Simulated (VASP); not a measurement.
Here is a VASP 6.6.1 calculation.

File INCAR:

```
SYSTEM = NiPt
PREC = Accurate
ENCUT = 520
EDIFF = 1E-6
ISMEAR = -1
SIGMA = 0.1
LREAL = .FALSE.
LASPH = .TRUE.
NELM = 60
ALGO = Normal
ISIF = 2
LWAVE = .FALSE.
LCHARG = .FALSE.
NBANDS = 17
```

File KPOINTS:

```
Automatic mesh
0
G
  11 11 8
  0 0 0
```

The input POSCAR:

```
NiPt
1.0
    2.5156852576      0.0000000000      0.0000000000
    0.0000000000      2.5156852576      0.0000000000
    0.0000000000      0.0000000000      3.3218180310
Ni Pt
1 1
Direct
    0.5000000000      0.5000000000      0.5000000000
    0.0000000000      0.0000000000      0.0000000000
```

Potentials or basis: VASP PAW LDA potentials, release 64 (Ni, Pt).

Command:

```sh
$ cat potpaw_LDA.64/Ni/POTCAR potpaw_LDA.64/Pt/POTCAR > POTCAR
$ mpirun -np 1 vasp_std > vasp.out
```

Problem. What does it give for the band gap on the k mesh?

Solution. Zero (band 10 reaches 15.46 eV, above the bottom of band 11 at 12.97 eV).

Problem. Estimate the pressure.

Solution. 74.1 GPa.

Stress tensor (GPa, compression positive):
```
76.20  0.00  0.00
 0.00 76.20  0.00
 0.00  0.00 69.91
```

Caveat: spin-orbit coupling is left out, which moves the levels of the heavy elements. Spin polarisation is off, so any magnetic state and its effect on volume and gap are missing.
